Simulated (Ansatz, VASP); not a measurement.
**Two plane-wave programs on CdS**

Contents of POSCAR:

```
CdS
1.0
    0.0373406500      2.9471633446      2.9471633446
    2.9471633446      0.0373406500      2.9471633446
    2.9471633446      2.9471633446      0.0373406500
Cd S
1 1
Direct
    0.0014428210      0.0014428210      0.0014428210
    0.2485571790      0.2485571790      0.2485571790
```

INCAR.step1

```
SYSTEM = CdS
PREC = Accurate
ENCUT = 520
ISMEAR = 0
SIGMA = 0.01
LREAL = .False.
LASPH = .True.
NELM = 60
NBANDS = 16
GGA = PE
ALGO = Normal
EDIFF = 1E-4
LWAVE = .True.
LCHARG = .False.
```

Contents of INCAR.step2:

```
SYSTEM = CdS
PREC = Accurate
ENCUT = 520
EDIFF = 1E-7
ISMEAR = 0
SIGMA = 0.01
LREAL = .False.
LASPH = .True.
NELM = 60
ALGO = Normal
ISIF = 2
LWAVE = .False.
LCHARG = .False.
METAGGA = R2SCAN
LMIXTAU = .True.
NBANDS = 16
ISTART = 1
```

The input KPOINTS:

```
Automatic mesh
0
Gamma
  8 8 8
  0 0 0
```

Input for Ansatz:

```yaml
crystal:
  lattice:
    - [0.03734065, 2.9471633446, 2.9471633446]
    - [2.9471633446, 0.03734065, 2.9471633446]
    - [2.9471633446, 2.9471633446, 0.03734065]
  atoms:
    - { symbol: Cd, position: [0.001442821, 0.001442821, 0.001442821] }
    - { symbol: S, position: [0.248557179, 0.248557179, 0.248557179] }
kpoints:
  mp_grid: { grid: [8, 8, 8] }
  band_path:
    path:
      - [0.0, 0.0, 0.0]
      - [-0.5, -0.5, 0.0]
      - [-0.375, -0.375, 0.25]
      - [-0.375, 0.0, 0.375]
      - [0.0, 0.0, 0.5]
      - [-0.5, -0.25, 0.25]
    npoints: 1
hamiltonian:
  xc: r2scan
scf:
  occupations: { method: fixed }
  n_extra_bands: 4
output:
  forces: true
  stress: true
  eigenvalues: true
  write_density: true
  write_potential: true
  elf: true
  volumetric_format: npy
```

Change from the starting cell: epitaxial_111 strain -1.0%.

Alike in both runs: task single point; functional r2SCAN; k mesh 8 × 8 × 8; no spin polarisation.

|  | VASP | Ansatz |
| --- | --- | --- |
| version | VASP 6.6.1 | Ansatz 0.2.0 |
| potentials or method | VASP PAW PBE potentials, release 64 (Cd, S) | plane waves, PAW |
| plane-wave cutoff (eV) | 520 | 500 |
| occupations | gaussian, width 0.01 eV | fixed |
| valence electrons in the cell | 18 | 26 |

|  | VASP | Ansatz | Ansatz less VASP |
| --- | --- | --- | --- |
| gap on the k mesh at the Fermi level (eV) | 1.53 | 1.54 | +0.004 |
| pressure (GPa) | 1.0 | 0.7 | -0.32 |
| traceless stress, the component that is largest in VASP (GPa) | -0.33 | -0.33 | +0.002 |

VASP's potentials were made for PBE, not for r2SCAN. VASP's potentials hold 18 valence electrons a cell and Ansatz's 26, so a difference there can come from the potentials and not from the codes.
